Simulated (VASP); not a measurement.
# TiO2 (I4_1/amd) in VASP: single point with r2SCAN+U

Aim: the single point of TiO2 with r2SCAN+U.

All numbers are computed with VASP 6.6.1; they aren't measurements. Logs are shortened: lines on timing, memory, paths and dates and some standing lists are left out, and cuts for length are marked.

## 1. The cell of the first run

Symmetry: I4_1/amd, No. 141, tetragonal system. Conventional cell: a = 3.797 Å, b = 3.797 Å, c = 9.807 Å, α = 90.00°, β = 90.00°, γ = 90.00°. Within 2.6 Å of Ti (site symmetry -4m2) lie 6 O at 1.95 to 2.00 Å. O (site symmetry 2mm) has 3 Ti at 1.95 to 2.00 Å and 2 O at 2.46 Å within 2.6 Å.

## 2. Single point, r2SCAN+U (strain along c alone, the other axes held: +1.5 %, then relaxed in part)

The input, POSCAR:

```
TiO2
1.0
    3.7965674209      0.0000000000      0.0000000000
    0.0000000000      3.7965674209      0.0000000000
    0.0000000000      0.0000000000      9.8071652144
Ti O
4 8
Direct
    0.0000000000      0.0000000000      0.0000000000
    0.0000000000      0.5000000000      0.2500000000
    0.5000000000      0.5000000000      0.5000000000
    0.5000000000      0.0000000000      0.7500000000
    0.0000000000      0.5000000000      0.4544114745
    0.0000000000      0.0000000000      0.2044114745
    0.0000000000      0.5000000000      0.0455885255
    0.5000000000      0.5000000000      0.2955885255
    0.5000000000      0.0000000000      0.9544114745
    0.5000000000      0.5000000000      0.7044114745
    0.5000000000      0.0000000000      0.5455885255
    0.0000000000      0.0000000000      0.7955885255
```

The input, INCAR.step1:

```
ALGO = Normal
EDIFF = 1E-4
ENCUT = 520
GGA = PE
ISMEAR = 0
LASPH = True
LCHARG = False
LDAU = True
LDAUJ = 0 0
LDAUL = 2 -1
LDAUTYPE = 2
LDAUU = 4 0
LMAXMIX = 4
LREAL = False
LWAVE = True
NBANDS = 60
NELM = 150
PREC = Accurate
SIGMA = 0.02
```

The input, INCAR.step2:

```
ALGO = Normal
EDIFF = 1E-6
ENCUT = 520
ISIF = 2
ISMEAR = 0
ISTART = 1
LASPH = True
LCHARG = False
LDAU = True
LDAUJ = 0 0
LDAUL = 2 -1
LDAUPRINT = 1
LDAUTYPE = 2
LDAUU = 4 0
LMAXMIX = 4
LMIXTAU = True
LREAL = False
LWAVE = False
METAGGA = R2SCAN
NBANDS = 60
NELM = 150
PREC = Accurate
SIGMA = 0.02
```

The input, KPOINTS:

```
k-points
0
Gamma
  6 6 4
```

Potentials or basis: VASP PAW PBE potentials, release 64 (Ti_sv, O).

Command:

```console
$ cat potpaw_PBE.64/Ti_sv/POTCAR potpaw_PBE.64/O/POTCAR > POTCAR
$ cp INCAR.step1 INCAR
$ mpirun -np 1 vasp_std > vasp.out
$ cp INCAR.step2 INCAR
$ mpirun -np 1 vasp_std > vasp.out
```

OUTCAR:

```text
EDIFF = 1E-6
   ENCUT = 520
   ISIF = 2
   ISMEAR = 0
   ISTART = 1
   LASPH = True
   LREAL = False
   METAGGA = R2SCAN
   NELM = 150
   PREC = Accurate

 ion  position               nearest neighbor table
   1  0.000  0.000  0.000-   7 1.95   9 1.95   7 1.95   9 1.95   6 2.00  12 2.00
   2  0.000  0.500  0.250-   6 1.95   8 1.95   6 1.95   8 1.95   7 2.00   5 2.00
   3  0.500  0.500  0.500-   5 1.95  11 1.95  11 1.95   5 1.95  10 2.00   8 2.00
   4  0.500  0.000  0.750-  10 1.95  12 1.95  10 1.95  12 1.95  11 2.00   9 2.00
   5  0.000  0.500  0.454-   3 1.95   3 1.95   2 2.00
   6  0.000  0.000  0.204-   2 1.95   2 1.95   1 2.00
   7  0.000  0.500  0.046-   1 1.95   1 1.95   2 2.00
   8  0.500  0.500  0.296-   2 1.95   2 1.95   3 2.00
   9  0.500  0.000  0.954-   1 1.95   1 1.95   4 2.00
  10  0.500  0.500  0.704-   4 1.95   4 1.95   3 2.00
  11  0.500  0.000  0.546-   3 1.95   3 1.95   4 2.00
  12  0.000  0.000  0.796-   4 1.95   4 1.95   1 2.00

  LATTYP: Found a simple tetragonal cell.
 ALAT       =     3.7965674209
 C/A-ratio  =     2.5831663519

  Lattice vectors:

 A1 = (   3.7965674209,   0.0000000000,   0.0000000000)
 A2 = (   0.0000000000,   3.7965674209,   0.0000000000)
 A3 = (   0.0000000000,   0.0000000000,   9.8071652144)

Analysis of symmetry for initial positions (statically):
=====================================================================
 Subroutine PRICEL returns following result:

  LATTYP: Found a body centered tetragonal cell.
 ALAT       =     3.7965674209
 C/A-ratio  =     2.5831663519

  Lattice vectors:

 A1 = (  -1.8982837104,   1.8982837104,   4.9035826072)
 A2 = (   1.8982837105,  -1.8982837104,   4.9035826072)
 A3 = (   1.8982837104,   1.8982837105,  -4.9035826072)

   2 primitive cells build up your supercell.

 Routine SETGRP: Setting up the symmetry group for a
 simple tetragonal supercell.

 Subroutine GETGRP returns: Found 16 space group operations
 (whereof  8 operations were pure point group operations)
 out of a pool of 16 trial point group operations.

The static configuration has the point symmetry D_2d.
 The point group associated with its full space group is D_4h.

Analysis of symmetry for dynamics (positions and initial velocities):
=====================================================================
 Subroutine PRICEL returns following result:

  LATTYP: Found a body centered tetragonal cell.
 ALAT       =     3.7965674209
 C/A-ratio  =     2.5831663519

  Lattice vectors:

 A1 = (  -1.8982837104,   1.8982837104,   4.9035826072)
 A2 = (   1.8982837105,  -1.8982837104,   4.9035826072)
 A3 = (   1.8982837104,   1.8982837105,  -4.9035826072)

   2 primitive cells build up your supercell.

 Routine SETGRP: Setting up the symmetry group for a
 simple tetragonal supercell.

 Subroutine GETGRP returns: Found 16 space group operations
 (whereof  8 operations were pure point group operations)
 out of a pool of 16 trial point group operations.

The dynamic configuration has the point symmetry D_2d.
 The point group associated with its full space group is D_4h.

 Subroutine INISYM returns: Found 16 space group operations
 (whereof  8 operations are pure point group operations),
 and found     2 'primitive' translations

[... 83 lines left out ...]
 [... further k-points ...]
   k-points           NKPTS =     30   k-points in BZ     NKDIM =     30   number of bands    NBANDS=     60
   number of dos      NEDOS =    301   number of ions     NIONS =     12
   total plane-waves  NPLWV =  62720
   dimension x,y,z NGX =    28 NGY =   28 NGZ =   80
   dimension x,y,z NGXF=    56 NGYF=   56 NGZF=  160
   ions per type =               4   8
   NGX,Y,Z   is equivalent  to a cutoff of  12.26, 12.26, 13.56 a.u.
   NGXF,Y,Z  is equivalent  to a cutoff of  24.52, 24.52, 27.12 a.u.
 SYSTEM =  unknown system
   PREC   = accura    normal or accurate (medium, high low for compatibility)
   ISTART =      1    job   : 0-new  1-cont  2-samecut
   ICHARG =      0    charge: 1-file 2-atom 10-const
   ISPIN  =      1    spin polarized calculation?
   LNONCOLLINEAR =      F non collinear calculations
   LSORBIT =      F    spin-orbit coupling
   LASPH  =      T    aspherical Exc in radial PAW
   ENCUT  =  520.0 eV  38.22 Ry    6.18 a.u.   7.06  7.06 18.23*2*pi/ulx,y,z
   NELM   =    150;   NELMIN=  2; NELMDL=  0     # of ELM steps
   EDIFF  = 0.1E-05   stopping-criterion for ELM
   LREAL  =      F    real-space projection
   EDIFFG = 0.1E-04   stopping-criterion for IOM
   NSW    =      0    number of steps for IOM
   IBRION =     -1    ionic relax: 0-MD 1-quasi-New 2-CG
   NFREE  =      0    steps in history (QN), initial steepest desc. (CG)
   ISIF   =      2    stress and relaxation
   ISYM   =      2    0-nonsym 1-usesym 2-fastsym
   POTIM  = 0.5000    time-step for ionic-motion
   TEBEG  =    0.0;   TEEND  =   0.0 temperature during run
   PSTRESS=    0.0 pullay stress
   NELECT =      96.0000    total number of electrons
   NUPDOWN=      -1.0000    fix difference up-down
   EMIN   =  10.00;   EMAX   =-10.00  energy-range for DOS
   EFERMI =   0.00;   METHOD = LEGACY
   ISMEAR =     0;   SIGMA  =   0.02  broadening in eV -4-tet -1-fermi 0-gaus
   EFERMI_NEDOS =   21; number of points for ismear=-14 and -15
   IALGO  =     38    algorithm
   IMIX   =      4    mixing-type and parameters
     AMIX     =   0.40;   BMIX     =  1.00
     AMIX_MAG =   1.60;   BMIX_MAG =  1.00
  volume/ion in A,a.u.               =      11.78        79.50
  Fermi-wavevector in a.u.,A,eV,Ry     =   1.438986  2.719290 28.173334  2.070682
  Thomas-Fermi vector in A             =   2.557892
   LORBIT       =      0    0 simple, 1 ext, 2 COOP (PROOUT), +10 PAW based schemes
 LDA+U is selected, type is set to LDAUTYPE =  2
   angular momentum for each species LDAUL =     2   -1
   U (eV)           for each species LDAUU =   4.0  0.0
   J (eV)           for each species LDAUJ =   0.0  0.0
   METAGGA = R2SCAN    functional components
   LHFCALC =     F    Hartree Fock is set to
   AEXX    =    0.0000 exact exchange contribution
   IVDW    =     0    specifies the selected vdW correction
   LEPSILON=     F    determine dielectric tensor
   LRPA    =     F    only Hartree local field effects (RPA)
 non-spin polarized calculation
 Gauss-broadening in eV      SIGMA  =   0.02
  energy-cutoff  :      520.00
  volume of cell :      141.36
 maximum number of plane-waves:      3836
   NGX = 15   NGY = 15   NGZ = 37

atom =   1  type =  1  l = 2

 onsite density matrix

spin component  1
[... 116 lines left out ...]
  o =  0.0937  v =  0.0000  0.9998 -0.0000  0.0221  0.0000  0.0000  0.0000  0.0000  0.0000  0.0000      0.0000  0.0000  0.0000  0.0000  0.0000  0.0000  0.0000  0.0000  0.0000  0.0000
  o =  0.0937  v =  0.0000  0.0000  0.0000  0.0000  0.0000  0.0000  0.9998 -0.0000  0.0221  0.0000      0.0000  0.0000  0.0000  0.0000  0.0000  0.0000  0.0000  0.0000  0.0000  0.0000
  o =  0.0937  v =  0.0000 -0.0221  0.0000  0.9998  0.0000  0.0000  0.0000  0.0000  0.0000  0.0000      0.0000  0.0000  0.0000  0.0000  0.0000  0.0000  0.0000  0.0000  0.0000  0.0000
  o =  0.0937  v =  0.0000  0.0000  0.0000  0.0000  0.0000  0.0000 -0.0221  0.0000  0.9998  0.0000      0.0000  0.0000  0.0000  0.0000  0.0000  0.0000  0.0000  0.0000  0.0000  0.0000
  o =  0.0949  v =  1.0000  0.0000  0.0000  0.0000  0.0000  0.0000  0.0000  0.0000  0.0000  0.0000      0.0000  0.0000  0.0000  0.0000  0.0000  0.0000  0.0000  0.0000  0.0000  0.0000
  o =  0.0949  v =  0.0000  0.0000  0.0000  0.0000  0.0000  1.0000  0.0000  0.0000  0.0000  0.0000      0.0000  0.0000  0.0000  0.0000  0.0000  0.0000  0.0000  0.0000  0.0000  0.0000
  o =  0.2390  v =  0.0000  0.0000  0.0000  0.0000  0.0000  0.0000 -0.0000 -1.0000  0.0000 -0.0000      0.0000  0.0000  0.0000  0.0000  0.0000  0.0000  0.0000  0.0000  0.0000  0.0000
  o =  0.2390  v =  0.0000 -0.0000 -1.0000  0.0000 -0.0000  0.0000  0.0000  0.0000  0.0000  0.0000      0.0000  0.0000  0.0000  0.0000  0.0000  0.0000  0.0000  0.0000  0.0000  0.0000
  o =  0.2442  v =  0.0000  0.0000  0.0000  0.0000  0.0000  0.0000  0.0000  0.0000 -0.0000 -1.0000      0.0000  0.0000  0.0000  0.0000  0.0000  0.0000  0.0000  0.0000  0.0000  0.0000
  o =  0.2442  v =  0.0000  0.0000  0.0000 -0.0000 -1.0000  0.0000  0.0000  0.0000  0.0000  0.0000      0.0000  0.0000  0.0000  0.0000  0.0000  0.0000  0.0000  0.0000  0.0000  0.0000

 number of electron      95.9999983 magnetization

 Free energy of the ion-electron system (eV)
  ---------------------------------------------------
  ext. energy  EPLUGINS =         0.00000000
  ---------------------------------------------------
  free energy    TOTEN  =      -129.28609716 eV

  energy without entropy =     -129.28609716  energy(sigma->0) =     -129.28609716

 E-fermi :   2.9733     XC(G=0): -11.2662

 val. band max:        2.8575125730   @ k =   0.5000   0.3333   0.0000
 cond. band min:       6.1342764091   @ k =   0.0000   0.0000   0.0000
 fundamental gap:      3.2767638361
 Fermi energy:         2.9732698105

 k-point     1 :       0.0000    0.0000    0.0000
  band No.  band energies     occupation
      1     -56.6973      2.00000
      2     -56.6744      2.00000
      3     -56.6744      2.00000
      4     -56.6514      2.00000
      5     -32.0104      2.00000
      6     -31.8497      2.00000
[... 1501 lines left out ...]
     59       8.2903      0.00000
     60       8.2903      0.00000

 [... further k-points ...]

------------------------ aborting loop because EDIFF is reached ----------------------------------------

  FORCE on cell =-STRESS in cart. coord.  units (eV):
  Direction    XX          YY          ZZ          XY          YZ          ZX
  --------------------------------------------------------------------------------------
  -------------------------------------------------------------------------------------
  Total        2.7531962      2.7531962      0.5829666      0.0000000      0.0000000     -0.0000000
  in kB       31.2048442     31.2048442      6.6073686      0.0000000      0.0000000     -0.0000000
  external PRESSURE =      23.0056857 kB  Pullay stress =       0.0000000 kB

 VOLUME and BASIS-vectors are now :
 -----------------------------------------------------------------------------
  energy-cutoff  :      520.00
  volume of cell :      141.36
      direct lattice vectors                 reciprocal lattice vectors
     3.796567421  0.000000000  0.000000000     0.263395823  0.000000000  0.000000000
     0.000000000  3.796567421  0.000000000     0.000000000  0.263395823  0.000000000
     0.000000000  0.000000000  9.807165214     0.000000000  0.000000000  0.101966264

 POSITION                                       TOTAL-FORCE (eV/Angst)
 -----------------------------------------------------------------------------------
      0.00000      0.00000      0.00000        -0.000000      0.000000      0.000000
      0.00000      1.89828      2.45179        -0.000000     -0.000000      0.000000
      1.89828      1.89828      4.90358         0.000000      0.000000      0.000000
      1.89828      0.00000      7.35537        -0.000000     -0.000000      0.000000
      0.00000      1.89828      4.45649        -0.000000      0.000000      0.157391
      0.00000      0.00000      2.00470        -0.000000      0.000000      0.157391
      0.00000      1.89828      0.44709         0.000000      0.000000     -0.157391
      1.89828      1.89828      2.89889         0.000000     -0.000000     -0.157391
      1.89828      0.00000      9.36007        -0.000000     -0.000000      0.157391
      1.89828      1.89828      6.90828        -0.000000     -0.000000      0.157391
      1.89828      0.00000      5.35068        -0.000000     -0.000000     -0.157391
      0.00000      0.00000      7.80247         0.000000     -0.000000     -0.157391
 -----------------------------------------------------------------------------------
    total drift:                               -0.000000      0.000000     -0.000000

  FREE ENERGIE OF THE ION-ELECTRON SYSTEM (eV)
  ---------------------------------------------------
  free  energy   TOTEN  =      -129.2860971566 eV

  energy  without entropy=     -129.2860971566  energy(sigma->0) =     -129.28609716
```

It took 37 min on 1 thread of Oxide Virtual Turin-like, shared host; peak memory 0.34 GiB.

Results:

```
Free energy            : -129.2861 eV
Pressure               : 2.3 GPa
Largest force          : 0.157 eV/Å
Band gap on the k mesh : 3.28 eV
```

Forces on the atoms (eV/Å):
```
Ti   0.000  0.000  0.000
Ti   0.000  0.000  0.000
Ti   0.000  0.000  0.000
Ti   0.000  0.000  0.000
O    0.000  0.000  0.157
O    0.000  0.000  0.157
O    0.000  0.000 -0.157
O    0.000  0.000 -0.157
O    0.000  0.000  0.157
O    0.000  0.000  0.157
O    0.000  0.000 -0.157
O    0.000  0.000 -0.157
```

Stress tensor (GPa, compression positive):
```
3.12 0.00 0.00
0.00 3.12 0.00
0.00 0.00 0.66
```

Eigenvalues of the final occupation matrices:
| site | spin | trace | eigenvalues |
| --- | --- | --- | --- |
| site 1 d | 1 | 0.77 | 0.09 0.09 0.09 0.24 0.24 |
| site 1 d | 2 | 0.77 | 0.09 0.09 0.09 0.24 0.24 |
| site 2 d | 1 | 0.77 | 0.09 0.09 0.09 0.24 0.24 |
| site 2 d | 2 | 0.77 | 0.09 0.09 0.09 0.24 0.24 |
| site 3 d | 1 | 0.77 | 0.09 0.09 0.09 0.24 0.24 |
| site 3 d | 2 | 0.77 | 0.09 0.09 0.09 0.24 0.24 |
| site 4 d | 1 | 0.77 | 0.09 0.09 0.09 0.24 0.24 |
| site 4 d | 2 | 0.77 | 0.09 0.09 0.09 0.24 0.24 |

Caveat: the cell differs from its parent crystal (strain along c alone, the other axes held: +1.5 %, then relaxed in part); the PAW data sets were made with another functional, which shifts forces and pressure a little.
